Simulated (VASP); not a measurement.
## P: single point with PBE

Crystal: P.

```
P
1.0
     4.52089    0.00000    0.02812
     0.00000    3.30297    0.00000
    -1.25544    0.00000    5.52505
P
4
Direct
  0.53444 0.00000 0.80764
  0.13517 0.50000 0.19257
  0.46556 0.00000 0.19236
  0.86483 0.50000 0.80743
```

```yaml
Program: VASP 6.6.1
Task: single point
Functional: PBE
Potentials_or_basis: VASP PAW PBE potentials, release 64 (P)
Cutoff: 520 eV
k_mesh: 8 × 10 × 6
Occupations: gaussian, width 0.01 eV
Spin: no spin polarisation
```

| Property | Result |
| --- | --- |
| Pressure | 0.3 GPa |
| Largest force | 0.052 eV/Å |
| Band gap on the k mesh | 0.15 eV (least direct gap 0.17 eV) |

Forces on the atoms (eV/Å):
```
P    0.030  0.000  0.041
P    0.032  0.000 -0.041
P   -0.030  0.000 -0.041
P   -0.032  0.000  0.041
```

Stress tensor (GPa, compression positive):
```
 0.26  0.00 -0.02
 0.00  0.35  0.00
-0.02  0.00  0.32
```

Levels at points of the mesh, in eV from the valence-band top:
```
           k point  band 8  band 9  band 10  band 11  band 12  band 13
(0.00, 0.00, 0.00)   -2.25   -1.62    -0.08     1.48     1.83     2.87
(0.50, 0.00, 0.00)   -2.46   -1.06    -0.86     1.98     2.31     3.60
(0.00, 0.50, 0.00)   -2.66   -2.54    -2.30     1.40     1.43     1.82
(0.50, 0.50, 0.00)   -4.50   -1.76    -1.75     1.50     2.69     4.09
(0.00, 0.00, 0.50)   -1.83   -1.07    -0.02     0.15     1.81     2.55
(0.50, 0.00, 0.50)   -2.42   -1.30    -0.88     1.78     2.24     3.09
(0.00, 0.50, 0.50)   -2.80   -1.69    -1.28     0.95     1.07     2.17
(0.50, 0.50, 0.50)   -4.83   -0.72    -0.70     1.85     3.45     4.04
```

It took 68 s on 1 thread of Intel(R) Xeon(R) 6975P-C (Granite Rapids) (shared host), peak memory 0.29 GiB.

Caveat: this functional lacks dispersion, which binds the layers, so the pressure and a relaxed spacing across them are unreliable. A k mesh can miss the band edges.
